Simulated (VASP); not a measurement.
Write the native input for VASP 6.6.1 that does the following.

```yaml
Task: single point
Functional: PBE
Potentials_or_basis: VASP PAW PBE potentials, release 64 (Hf_pv, O)
Cutoff: 520 eV
k_mesh: 9 × 9 × 9
Occupations: fermi-dirac, width 0.1 eV
Spin: non-collinear spin, zero start, spin-orbit coupling
Starting_moments: "[[0.0, 0.0, 0.0], [0.0, 0.0, 0.0], [0.0, 0.0, 0.0]] μB"
Dipole_correction: no
Further_INCAR_settings: ALGO = Normal; EDIFF = 1e-06; NBANDS = 35
```

The structure of HfO2 lies in POSCAR:

```
HfO2
1.0
    0.0000000000      2.5660990000      2.5660990000
    2.5660990000      0.0000000000      2.5660990000
    2.5660990000      2.5660990000      0.0000000000
Hf O
1 2
Direct
    0.0000000000      0.0000000000      0.0000000000
    0.2500000000      0.2500000000      0.2500000000
    0.7500000000      0.7500000000      0.7500000000
```

These files were run (other wordings do the same):

INCAR

```
PREC     = Accurate       # precision mode
ENCUT    = 520            # plane-wave cutoff, eV
EDIFF    = 1E-6           # SCF threshold, eV
ISMEAR   = -1             # smearing method
SIGMA    = 0.1            # smearing width, eV
LREAL    = False          # projectors in reciprocal space
LASPH    = True           # aspherical terms in the spheres
NELM     = 150            # most SCF steps
ALGO     = Normal         # electronic algorithm
ISIF     = 2              # what is computed and relaxed
LWAVE    = False          # write WAVECAR
LCHARG   = False          # write CHGCAR
MAGMOM   = 0 0 0 0 0 0 0 0 0 # initial moments
LORBIT   = 11             # projections on sites
LSORBIT  = True           # spin-orbit coupling
GGA_COMPAT= False        
LORBMOM  = True         
LMAXMIX  = 4              # l up to which the mixer works
GGA      = PE             # functional
NBANDS   = 35             # bands
```

KPOINTS

```
Automatic mesh
0
Gamma
  9 9 9
```

Potentials or basis: VASP PAW PBE potentials, release 64 (Hf_pv, O).

Launch:

```bash
$ cat potpaw_PBE.64/Hf_pv/POTCAR potpaw_PBE.64/O/POTCAR > POTCAR
$ mpirun -np 1 vasp_ncl > vasp.out
```

Results of the run:

| Quantity | Value |
| --- | --- |
| Pressure | -8.1 GPa |
| Net moment | 0.00 μB per cell |
| Valence electrons inside the program's atomic spheres | Hf 8.18; O 5.09 |

Caveat: the cell stands under tension.

It took 110 s on 1 thread of Intel(R) Xeon(R) Platinum 8259CL CPU @ 2.50GHz (Skylake/Cascade Lake), on a shared host, peak memory 0.27 GiB.
